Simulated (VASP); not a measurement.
# LiF: single point with LDA

The system is LiF.

```xyz
4
Lattice="3.0609 0.0000 0.0000 -1.5305 2.6508 0.0000 0.0000 0.0000 4.2736" Properties=species:S:1:pos:R:3 pbc="T T T"
Li    0.0000    1.7672    1.6410
Li    1.5305    0.8836    3.7778
F     0.0000    1.7672    4.2353
F     1.5305    0.8836    2.0984
```

```yaml
Program: VASP 6.6.1
Task: single point
Functional: LDA
Potentials_or_basis: VASP PAW LDA potentials, release 64 (Li_sv, F)
Cutoff: 520 eV
k_mesh: 9 × 9 × 6
Occupations: gaussian, width 0.05 eV
Spin: no spin polarisation
Dipole_correction: no
Further_INCAR_settings: ALGO = Normal; EDIFF = 1e-06; NBANDS = 18
```

- Largest force: 0.801 eV/Å
- Band gap on the k mesh: 8.08 eV

Forces on the atoms (eV/Å):
```
Li   0.000  0.000  0.801
Li   0.000  0.000  0.801
F    0.000  0.000 -0.801
F    0.000  0.000 -0.801
```

Levels at points of the mesh, in eV from the valence-band top:
| k point | band 8 | band 9 | band 10 | band 11 | band 12 | band 13 |
| --- | --- | --- | --- | --- | --- | --- |
| (0.00, 0.00, 0.00) | -0.33 | -0.33 | 0.00 | 8.08 | 13.25 | 16.81 |
| (0.00, 0.00, 0.50) | -0.64 | -0.64 | -0.64 | 10.03 | 10.03 | 18.30 |

Wall time 28 s on 1 thread of Intel Xeon 8259CL, on a shared host, peak memory 0.14 GiB.

Caveat: an odd mesh through Γ misses points on the zone boundary, where band edges can lie.
